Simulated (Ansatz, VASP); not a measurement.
# MgSe in VASP and in Ansatz

The input INCAR:

```
ALGO     = Normal         # electronic algorithm
EDIFF    = 1E-6           # SCF threshold, eV
ENCUT    = 600            # plane-wave cutoff, eV
GGA      = PE             # functional
GGA_COMPAT= False        
ISIF     = 2              # what is computed and relaxed
ISMEAR   = 0              # smearing method
LASPH    = True           # aspherical terms in the spheres
LCHARG   = False          # write CHGCAR
LREAL    = False          # projectors in reciprocal space
LWAVE    = False          # write WAVECAR
NBANDS   = 11             # bands
NELM     = 120            # most SCF steps
PREC     = Accurate       # precision mode
SIGMA    = 0.02           # smearing width, eV
```

Contents of KPOINTS:

```
k-points
0
Gamma
  8 8 8
```

The input POSCAR:

```
MgSe
1.0
    0.0000000000      2.6692285226      2.6692285226
    2.6692285226      0.0000000000      2.6692285226
    2.6692285226      2.6692285226      0.0000000000
Mg Se
1 1
Direct
    0.0000000000      0.0000000000      0.0000000000
    0.5000000000      0.5000000000      0.5000000000
```

Input for Ansatz:

```yaml
crystal:
  lattice:
    - [0.0, 2.6692285226, 2.6692285226]
    - [2.6692285226, 0.0, 2.6692285226]
    - [2.6692285226, 2.6692285226, 0.0]
  atoms:
    - { symbol: Mg, position: [0.0, 0.0, 0.0] }
    - { symbol: Se, position: [0.5, 0.5, 0.5] }
basis:
  ecutwfc: 420
kpoints:
  mp_grid: { grid: [8, 8, 8] }
hamiltonian:
  xc: pbe
scf:
  occupations: { method: gaussian, width: 0.02 }
output:
  forces: true
  stress: true
  eigenvalues: true
```

Alike in both runs: task single point; functional PBE; k mesh 8 × 8 × 8; occupations gaussian, width 0.02 eV; no spin polarisation.

|  | VASP | Ansatz |
| --- | --- | --- |
| version | VASP 6.6.1 | Ansatz 0.2.0 |
| potentials or method | VASP PAW PBE potentials, release 64 (Mg, Se), cutoff 600 eV | scalar-relativistic, plane waves, PAW |
| valence electrons in the cell | 8 | 26 |

VASP gave:

| Item | Value |
| --- | --- |
| gap on the k mesh at the Fermi level (eV) | 1.91 |
| least direct gap on the mesh (eV) | 3.04 |
| pressure (GPa) | 6.8 |

What did Ansatz give for the same quantities?

gap on the k mesh at the Fermi level (eV): 1.93; least direct gap on the mesh (eV): 3.05; pressure (GPa): 6.9.

With one functional, cell and mesh, what is left measures potentials, basis and numerics. VASP's potentials hold 8 valence electrons a cell and Ansatz's 26, so a difference there can come from the potentials and not from the codes.
